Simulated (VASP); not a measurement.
A run of VASP 6.6.1 is set up as follows.

File INCAR:

```
SYSTEM = SbOs
PREC = Accurate ; ENCUT = 520
EDIFF = 1E-6 ; ISMEAR = 0
SIGMA = 0.05 ; LREAL = .FALSE.
LASPH = .TRUE. ; NELM = 60
ALGO = Normal ; ISIF = 2
LWAVE = .FALSE. ; LCHARG = .FALSE.
GGA = PE ; NBANDS = 14
```

File KPOINTS:

```
regular mesh
0
G
  12 12 12
  0 0 0
```

Contents of POSCAR:

```
SbOs
1.0
    0.0000000000      2.6629262314      2.6629262314
    2.6629262314      0.0000000000      2.6629262314
    2.6629262314      2.6629262314      0.0000000000
Os Sb
1 1
Direct
    0.5000000000      0.5000000000      0.5000000000
    0.0000000000      0.0000000000      0.0000000000
```

Potentials or basis: VASP PAW PBE potentials, release 64 (Os, Sb).

Command:

```console
$ cat potpaw_PBE.64/Os/POTCAR potpaw_PBE.64/Sb/POTCAR > POTCAR
$ mpirun -np 1 vasp_std > vasp.out
```

Predict the pressure.

9.6 GPa.
